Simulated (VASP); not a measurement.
# TiCo (P4/mmm) in VASP: a series of runs

The runs below take TiCo through single point, with PBEsol.

All numbers are computed with VASP 6.6.1; they aren't measurements. Logs are shortened: lines on timing, memory, paths and dates and some standing lists are left out, and cuts for length are marked.

## Step 1: The cell of the first run

It takes space group P4/mmm (No. 123, tetragonal). The conventional cell has a = 2.986 Å, b = 2.986 Å, c = 3.076 Å, α = 90.00°, β = 90.00°, γ = 90.00°. Ti (site symmetry 4/mmm) has 8 Co at 2.61 Å and 6 Ti at 2.99 to 3.08 Å within 3.4 Å. Within 3.4 Å of Co (site symmetry 4/mmm) lie 8 Ti at 2.61 Å and 6 Co at 2.99 to 3.08 Å.

## Step 2: Single point, PBEsol, collinear spin, ferromagnetic start (strain +0.0300 x Voigt [0, 0, 1, 0, 0, 0])

INCAR reads:

```
SYSTEM = TiCo
PREC     = Accurate       ! precision mode
ENCUT    = 520            ! plane-wave cutoff, eV
EDIFF    = 1E-6           ! SCF threshold, eV
ISMEAR   = 0              ! smearing method
SIGMA    = 0.15           ! smearing width, eV
LREAL    = .False.        ! projectors in reciprocal space
LASPH    = .True.         ! aspherical terms in the spheres
NELM     = 150            ! most SCF steps
ALGO     = Normal         ! electronic algorithm
ISIF     = 2              ! what is computed and relaxed
LWAVE    = .False.        ! write WAVECAR
LCHARG   = .False.        ! write CHGCAR
ISPIN    = 2              ! spin polarisation
MAGMOM   = 0 0.4          ! initial moments
LORBIT   = 11             ! projections on sites
LMAXMIX  = 4              ! l up to which the mixer works
GGA      = PS             ! functional
NBANDS   = 22             ! bands
```

KPOINTS reads:

```
regular mesh
0
Gamma
  16 16 16
  0 0 0
```

POSCAR reads:

```
TiCo
1.0
    2.9861109900      0.0000000000      0.0000000000
    0.0000000000      2.9861109900      0.0000000000
    0.0000000000      0.0000000000      3.0756943197
Ti Co
1 1
Direct
    0.0000000000      0.0000000000      0.0000000000
    0.5000000000      0.5000000000      0.5000000000
```

Potentials or basis: VASP PAW PBE potentials, release 64 (Ti_sv, Co).

Launch:

```sh
$ cat potpaw_PBE.64/Ti_sv/POTCAR potpaw_PBE.64/Co/POTCAR > POTCAR
$ mpirun -np 1 vasp_std > vasp.out
```

OUTCAR:

```text
SYSTEM = TiCo
   PREC = Accurate
   ENCUT = 520
   EDIFF = 1E-6
   ISMEAR = 0
   LREAL = .False.
   LASPH = .True.
   NELM = 150
   ISIF = 2
   ISPIN = 2
   LORBIT = 11
   GGA = PS

 ion  position               nearest neighbor table
   1  0.000  0.000  0.000-   2 2.61   2 2.61   2 2.61   2 2.61   2 2.61   2 2.61   2 2.61   2 2.61

   2  0.500  0.500  0.500-   1 2.61   1 2.61   1 2.61   1 2.61   1 2.61   1 2.61   1 2.61   1 2.61

  LATTYP: Found a simple tetragonal cell.
 ALAT       =     2.9861109900
 C/A-ratio  =     1.0300000000

  Lattice vectors:

 A1 = (   2.9861109900,   0.0000000000,   0.0000000000)
 A2 = (   0.0000000000,   2.9861109900,   0.0000000000)
 A3 = (   0.0000000000,   0.0000000000,   3.0756943197)

Analysis of symmetry for initial positions (statically):
=====================================================================
 Subroutine PRICEL returns:
 Original cell was already a primitive cell.

 Routine SETGRP: Setting up the symmetry group for a
 simple tetragonal supercell.

 Subroutine GETGRP returns: Found 16 space group operations
 (whereof 16 operations were pure point group operations)
 out of a pool of 16 trial point group operations.

The static configuration has the point symmetry D_4h.

Analysis of symmetry for dynamics (positions and initial velocities):
=====================================================================
 Subroutine PRICEL returns:
 Original cell was already a primitive cell.

 Routine SETGRP: Setting up the symmetry group for a
 simple tetragonal supercell.

 Subroutine GETGRP returns: Found 16 space group operations
 (whereof 16 operations were pure point group operations)
 out of a pool of 16 trial point group operations.

The dynamic configuration has the point symmetry D_4h.

Analysis of structural, dynamic, and magnetic symmetry:
=====================================================================
 Subroutine PRICEL returns:
 Original cell was already a primitive cell.

 Routine SETGRP: Setting up the symmetry group for a
 simple tetragonal supercell.

 Subroutine GETGRP returns: Found 16 space group operations
 (whereof 16 operations were pure point group operations)
 out of a pool of 16 trial point group operations.

The overall configuration has the point symmetry D_4h.

 Subroutine INISYM returns: Found 16 space group operations
 (whereof 16 operations are pure point group operations),
 and found     1 'primitive' translations

----------------------------------------------------------------------------------------

                                     Primitive cell

  volume of cell :      27.4255

  direct lattice vectors                    reciprocal lattice vectors
     2.986110990  0.000000000  0.000000000     0.334883735  0.000000000  0.000000000
     0.000000000  2.986110990  0.000000000     0.000000000  0.334883735  0.000000000
     0.000000000  0.000000000  3.075694320     0.000000000  0.000000000  0.325129839

  length of vectors
     2.986110990  2.986110990  3.075694320     0.334883735  0.334883735  0.325129839

  position of ions in fractional coordinates (direct lattice)
     0.000000000  0.000000000  0.000000000
     0.500000000  0.500000000  0.500000000

  ion indices of the primitive-cell ions
   primitive index   ion index
                 1           1
                 2           2

----------------------------------------------------------------------------------------

 KPOINTS: regular mesh

Automatic generation of k-mesh.
 Grid dimensions read from file:
 generate k-points for:   16   16   16

 Generating k-lattice:

  Cartesian coordinates                     Fractional coordinates (reciprocal lattice)
     0.020930233  0.000000000  0.000000000     0.062500000  0.000000000  0.000000000
     0.000000000  0.020930233  0.000000000     0.000000000  0.062500000  0.000000000
     0.000000000  0.000000000  0.020320615     0.000000000  0.000000000  0.062500000

  Length of vectors
     0.020930233  0.020930233  0.020320615

  Shift w.r.t. Gamma in fractional coordinates (k-lattice)
     0.000000000  0.000000000  0.000000000

 Subroutine IBZKPT returns following result:
 ===========================================

 Found    405 irreducible k-points:

 Following reciprocal coordinates:
            Coordinates               Weight
  0.000000  0.000000  0.000000      1.000000
  0.062500  0.000000  0.000000      4.000000
  0.125000  0.000000  0.000000      4.000000
  0.187500  0.000000  0.000000      4.000000
  0.250000  0.000000  0.000000      4.000000
  0.312500  0.000000  0.000000      4.000000
[... 16 lines left out ...]
  0.437500  0.125000  0.000000      8.000000
  0.500000  0.125000  0.000000      4.000000
 [... further k-points ...]
   k-points           NKPTS =    405   k-points in BZ     NKDIM =    405   number of bands    NBANDS=     22
   number of dos      NEDOS =    301   number of ions     NIONS =      2
   total plane-waves  NPLWV =  13824
   dimension x,y,z NGX =    24 NGY =   24 NGZ =   24
   dimension x,y,z NGXF=    48 NGYF=   48 NGZF=   48
   ions per type =               1   1
   NGX,Y,Z   is equivalent  to a cutoff of  13.36, 13.36, 12.97 a.u.
   NGXF,Y,Z  is equivalent  to a cutoff of  26.72, 26.72, 25.94 a.u.
 SYSTEM =  TiCo
   PREC   = accura    normal or accurate (medium, high low for compatibility)
   ISTART =      0    job   : 0-new  1-cont  2-samecut
   ICHARG =      2    charge: 1-file 2-atom 10-const
   ISPIN  =      2    spin polarized calculation?
   LNONCOLLINEAR =      F non collinear calculations
   LSORBIT =      F    spin-orbit coupling
   LASPH  =      T    aspherical Exc in radial PAW
   ENCUT  =  520.0 eV  38.22 Ry    6.18 a.u.   5.55  5.55  5.72*2*pi/ulx,y,z
   NELM   =    150;   NELMIN=  2; NELMDL= -5     # of ELM steps
   EDIFF  = 0.1E-05   stopping-criterion for ELM
   LREAL  =      F    real-space projection
   EDIFFG = 0.1E-04   stopping-criterion for IOM
   NSW    =      0    number of steps for IOM
   IBRION =     -1    ionic relax: 0-MD 1-quasi-New 2-CG
   NFREE  =      0    steps in history (QN), initial steepest desc. (CG)
   ISIF   =      2    stress and relaxation
   ISYM   =      2    0-nonsym 1-usesym 2-fastsym
   POTIM  = 0.5000    time-step for ionic-motion
   TEBEG  =    0.0;   TEEND  =   0.0 temperature during run
   PSTRESS=    0.0 pullay stress
   NELECT =      21.0000    total number of electrons
   NUPDOWN=      -1.0000    fix difference up-down
   EMIN   =  10.00;   EMAX   =-10.00  energy-range for DOS
   EFERMI =   0.00;   METHOD = LEGACY
   ISMEAR =     0;   SIGMA  =   0.15  broadening in eV -4-tet -1-fermi 0-gaus
   EFERMI_NEDOS =   21; number of points for ismear=-14 and -15
   IALGO  =     38    algorithm
   IMIX   =      4    mixing-type and parameters
     AMIX     =   0.40;   BMIX     =  1.00
     AMIX_MAG =   1.60;   BMIX_MAG =  1.00
  volume/ion in A,a.u.               =      13.71        92.54
  Fermi-wavevector in a.u.,A,eV,Ry     =   1.497716  2.830274 30.519967  2.243154
  Thomas-Fermi vector in A             =   2.609568
   LORBIT       =     11    0 simple, 1 ext, 2 COOP (PROOUT), +10 PAW based schemes
   GGA     = PS    functional components
   LHFCALC =     F    Hartree Fock is set to
   AEXX    =    0.0000 exact exchange contribution
   IVDW    =     0    specifies the selected vdW correction
   LEPSILON=     F    determine dielectric tensor
   LRPA    =     F    only Hartree local field effects (RPA)
 spin polarized calculation
 Gauss-broadening in eV      SIGMA  =   0.15
  energy-cutoff  :      520.00
  volume of cell :       27.43
 maximum number of plane-waves:       756
 NGX is ok and might be reduce to    24
   NGX = 11   NGY = 11   NGZ = 11

 number of electron      20.9999996 magnetization       0.0238347

 number of electron      20.9999996 magnetization      -0.0003653

 Free energy of the ion-electron system (eV)
  ---------------------------------------------------
  ext. energy  EPLUGINS =         0.00000000
  ---------------------------------------------------
  free energy    TOTEN  =       -16.80012647 eV

  energy without entropy =      -16.76704243  energy(sigma->0) =      -16.78358445

 E-fermi :   9.3541     XC(G=0): -12.5730

 val. band max:        9.3540817298   @ k =   0.4375   0.4375   0.1875
 cond. band min:       9.3541000577   @ k =   0.4375   0.4375   0.1875
 fundamental gap:      0.0000183278
 Fermi energy:         9.3540970356

 spin component 1

 k-point     1 :       0.0000    0.0000    0.0000
  band No.  band energies     occupation
      1     -47.6503      1.00000
      2     -23.8686      1.00000
      3     -23.8361      1.00000
      4     -23.8361      1.00000
      5       1.8211      1.00000
      6       5.7486      1.00000
[... 14 lines left out ...]
     21      28.1573      0.00000
     22      29.6430      0.00000

 k-point     2 :       0.0625    0.0000    0.0000
  band No.  band energies     occupation
      1     -47.6491      1.00000
      2     -23.8677      1.00000
      3     -23.8476      1.00000
      4     -23.8352      1.00000
      5       1.8984      1.00000
      6       5.7842      1.00000
[... 14 lines left out ...]
     21      28.4262      0.00000
     22      29.6695      0.00000
[... 523 lines left out ...]
     21      26.1261      0.00000
     22      26.9974      0.00000

 k-point    24 :       0.5000    0.1250    0.0000
  band No.  band energies     occupation
      1     -47.6143      1.00000
      2     -24.1266      1.00000
      3     -23.8541      1.00000
      4     -23.8411      1.00000
      5       5.4949      1.00000
      6       5.8403      1.00000
[... 14 lines left out ...]
     21      25.2409      0.00000
     22      26.8957      0.00000

 [... further k-points ...]

 spin component 2

 k-point     1 :       0.0000    0.0000    0.0000
  band No.  band energies     occupation
      1     -47.6503      1.00000
      2     -23.8685      1.00000
      3     -23.8361      1.00000
      4     -23.8361      1.00000
      5       1.8210      1.00000
      6       5.7484      1.00000
[... 14 lines left out ...]
     21      28.1572      0.00000
     22      29.6429      0.00000

 k-point     2 :       0.0625    0.0000    0.0000
  band No.  band energies     occupation
      1     -47.6491      1.00000
      2     -23.8676      1.00000
      3     -23.8476      1.00000
      4     -23.8352      1.00000
      5       1.8982      1.00000
      6       5.7841      1.00000
[... 14 lines left out ...]
     21      28.4262      0.00000
     22      29.6693      0.00000
[... 523 lines left out ...]
     21      26.1259      0.00000
     22      26.9973      0.00000

 k-point    24 :       0.5000    0.1250    0.0000
  band No.  band energies     occupation
      1     -47.6142      1.00000
      2     -24.1266      1.00000
      3     -23.8542      1.00000
      4     -23.8411      1.00000
      5       5.4948      1.00000
      6       5.8402      1.00000
[... 14 lines left out ...]
     21      25.2407      0.00000
     22      26.8956      0.00000

 [... further k-points ...]

------------------------ aborting loop because EDIFF is reached ----------------------------------------

  FORCE on cell =-STRESS in cart. coord.  units (eV):
  Direction    XX          YY          ZZ          XY          YZ          ZX
  --------------------------------------------------------------------------------------
  -------------------------------------------------------------------------------------
  Total       -2.3289506     -2.3289506     -2.5579949      0.0000000      0.0000000      0.0000000
  in kB     -136.0554057   -136.0554057   -149.4359849      0.0000000      0.0000000      0.0000000
  external PRESSURE =    -140.5155988 kB  Pullay stress =       0.0000000 kB

 VOLUME and BASIS-vectors are now :
 -----------------------------------------------------------------------------
  energy-cutoff  :      520.00
  volume of cell :       27.43
      direct lattice vectors                 reciprocal lattice vectors
     2.986110990  0.000000000  0.000000000     0.334883735  0.000000000  0.000000000
     0.000000000  2.986110990  0.000000000     0.000000000  0.334883735  0.000000000
     0.000000000  0.000000000  3.075694320     0.000000000  0.000000000  0.325129839

 POSITION                                       TOTAL-FORCE (eV/Angst)
 -----------------------------------------------------------------------------------
      0.00000      0.00000      0.00000         0.000000      0.000000      0.000000
      1.49306      1.49306      1.53785         0.000000      0.000000      0.000000
 -----------------------------------------------------------------------------------
    total drift:                                0.000000      0.000000     -0.000000

  FREE ENERGIE OF THE ION-ELECTRON SYSTEM (eV)
  ---------------------------------------------------
  free  energy   TOTEN  =       -16.8001264707 eV

  energy  without entropy=      -16.7670424340  energy(sigma->0) =      -16.78358445

 total charge

# of ion       s       p       d       tot
------------------------------------------
    1        2.242   6.168   1.830  10.240
    2        0.508   0.423   7.327   8.259
--------------------------------------------------
tot          2.750   6.592   9.157  18.499

 magnetization (x)

# of ion       s       p       d       tot
------------------------------------------
    1       -0.000  -0.000   0.000   0.000
    2       -0.000  -0.000  -0.000  -0.000
--------------------------------------------------
tot         -0.000  -0.000  -0.000  -0.000
```

Run time: 3.7 min. Hardware: 1 thread of Intel Xeon Platinum 8488C (Sapphire Rapids), shared host; peak memory 0.45 GiB.

What came out:

| Item | Value |
| --- | --- |
| Free energy | -16.8001 eV |
| Pressure | -14.1 GPa |
| Net moment | 0.00 μB per cell |
| Valence electrons inside the program's atomic spheres | Ti 10.24; Co 8.26 |

Stress tensor (GPa, compression positive):
```
-13.61   0.00   0.00
  0.00 -13.61   0.00
  0.00   0.00 -14.94
```

Caveat: the cell differs from its parent crystal (strain +0.0300 x Voigt [0, 0, 1, 0, 0, 0]); the cell stands under tension; the PAW data sets were made with another functional, which shifts forces and pressure a little.

## Step 3: Single point, PBEsol, collinear spin, ferromagnetic start (strain -0.0300 x Voigt [0, 0, 1, 0, 0, 0])

INCAR reads:

```
SYSTEM = TiCo
ALGO     = Normal         ! electronic algorithm
EDIFF    = 1E-6           ! SCF threshold, eV
ENCUT    = 520            ! plane-wave cutoff, eV
GGA      = PS             ! functional
ISIF     = 2              ! what is computed and relaxed
ISMEAR   = 0              ! smearing method
ISPIN    = 2              ! spin polarisation
LASPH    = .True.         ! aspherical terms in the spheres
LCHARG   = .True.         ! write CHGCAR
LELF     = .True.         ! ELF
LMAXMIX  = 4              ! l up to which the mixer works
LORBIT   = 11             ! projections on sites
LREAL    = .False.        ! projectors in reciprocal space
LVHAR    = .True.       
LWAVE    = .False.        ! write WAVECAR
MAGMOM   = 0 0.4          ! initial moments
NBANDS   = 22             ! bands
NELM     = 150            ! most SCF steps
PREC     = Accurate       ! precision mode
SIGMA    = 0.15           ! smearing width, eV
```

KPOINTS reads:

```
k-points
0
Gamma
  16 16 16
  0 0 0
```

POSCAR: that of step 2 with these lines changed.

```diff
@@ -4,3 +4,3 @@
     0.0000000000      2.9861109900      0.0000000000
-    0.0000000000      0.0000000000      3.0756943197
+    0.0000000000      0.0000000000      2.8965276603
 Ti Co
```

Potentials or basis: VASP PAW PBE potentials, release 64 (Ti_sv, Co).

Launch:

```sh
$ cat potpaw_PBE.64/Ti_sv/POTCAR potpaw_PBE.64/Co/POTCAR > POTCAR
$ mpirun -np 1 vasp_std > vasp.out
```

Run time: 13 min. Hardware: 1 thread of Intel Xeon 8259CL, shared host; peak memory 0.45 GiB.

Results (log left out):

```
Free energy                                           : -16.8953 eV
Pressure                                              : -4.9 GPa
Net moment                                            : 0.00 μB per cell
Valence electrons inside the program's atomic spheres : Ti 10.33; Co 8.36
```

Stress tensor (GPa, compression positive):
```
-5.25  0.00  0.00
 0.00 -5.25  0.00
 0.00  0.00 -4.08
```

Levels at points of the mesh, in eV from the Fermi level:
Spin up:
```
           k point  band 6  band 7  band 8  band 9  band 10  band 11  band 12  band 13  band 14  band 15
(0.00, 0.00, 0.00)   -3.93   -3.88   -1.58   -1.44    -1.44     0.68     0.91     2.83     2.85     2.85
(0.50, 0.00, 0.00)   -3.89   -2.47   -1.58   -1.49    -1.03    -0.88     0.05     0.59     0.87     2.34
(0.50, 0.50, 0.00)   -3.84   -2.33   -2.33   -0.64    -0.28     0.54     0.54     1.08     2.72     2.72
(0.00, 0.00, 0.50)   -3.73   -2.39   -1.62   -1.62    -1.08    -0.75     0.33     0.53     0.53     2.24
(0.50, 0.00, 0.50)   -3.86   -2.54   -2.54   -0.61    -0.06     0.74     0.82     1.36     2.63     2.72
(0.50, 0.50, 0.50)   -2.50   -2.41   -2.22   -2.22    -2.08    -0.60    -0.55     3.19     3.34     7.34
```
Spin down:
| k point | band 8 | band 9 | band 10 | band 11 | band 12 | band 13 |
| --- | --- | --- | --- | --- | --- | --- |
| (0.00, 0.00, 0.00) | -1.58 | -1.44 | -1.44 | 0.68 | 0.91 | 2.83 |
| (0.50, 0.00, 0.00) | -1.59 | -1.49 | -1.03 | -0.88 | 0.05 | 0.59 |
| (0.50, 0.50, 0.00) | -2.33 | -0.65 | -0.29 | 0.54 | 0.54 | 1.08 |
| (0.00, 0.00, 0.50) | -1.62 | -1.62 | -1.08 | -0.75 | 0.32 | 0.53 |
| (0.50, 0.00, 0.50) | -2.54 | -0.61 | -0.06 | 0.74 | 0.82 | 1.36 |
| (0.50, 0.50, 0.50) | -2.22 | -2.22 | -2.08 | -0.61 | -0.55 | 3.19 |

Caveat: the cell differs from its parent crystal (strain -0.0300 x Voigt [0, 0, 1, 0, 0, 0]); the cell stands under tension; the PAW data sets were made with another functional, which shifts forces and pressure a little.
